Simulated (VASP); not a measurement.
Input of a VASP 6.6.1 run:

INCAR

```
ALGO = Normal ; EDIFF = 1E-6
ENCUT = 520 ; GGA = PE
ISIF = 2 ; ISMEAR = 0
LASPH = True ; LCHARG = False
LREAL = False ; LWAVE = False
NBANDS = 46 ; NELM = 80
PREC = Accurate ; SIGMA = 0.1
```

The input KPOINTS:

```
k-points
0
Gamma
  4 4 4
```

Contents of POSCAR:

```
SiGe4W
1.0
    0.0000000000      3.7647717272      3.7647717272
    3.7647717272      0.0000000000      3.7647717272
    3.7647717272      3.7647717272      0.0000000000
Si Ge W
1 4 1
Direct
    0.0000000000      0.0000000000      0.0000000000
    0.8717379754      0.3760873415      0.3760873415
    0.3760873415      0.3760873415      0.3760873415
    0.3760873415      0.8717379754      0.3760873415
    0.3760873415      0.3760873415      0.8717379754
    0.7500000000      0.7500000000      0.7500000000
```

Potentials or basis: VASP PAW PBE potentials, release 64 (Si, Ge_d, W_sv).

The run is started by

```sh
$ cat potpaw_PBE.64/Si/POTCAR potpaw_PBE.64/Ge_d/POTCAR potpaw_PBE.64/W_sv/POTCAR > POTCAR
$ mpirun -np 1 vasp_std > vasp.out
```

Task: Predict the largest force.

Result: 0.004 eV/Å.

Task: What does it give for the pressure?

Result: -0.3 GPa.

Task: Predict the band gap on the k mesh.

Result: Zero (band 37 reaches 8.02 eV, above the bottom of band 38 at 7.43 eV).

Forces in eV/Å, atoms in the order of the input:
```
Si   0.000  0.000  0.000
Ge   0.002 -0.002 -0.002
Ge   0.002  0.002  0.002
Ge  -0.002  0.002 -0.002
Ge  -0.002 -0.002  0.002
W    0.000  0.000  0.000
```

Caveat: the k points lie up to 0.36 Å⁻¹ apart; spin-orbit coupling is left out, which moves the levels of the heavy elements.
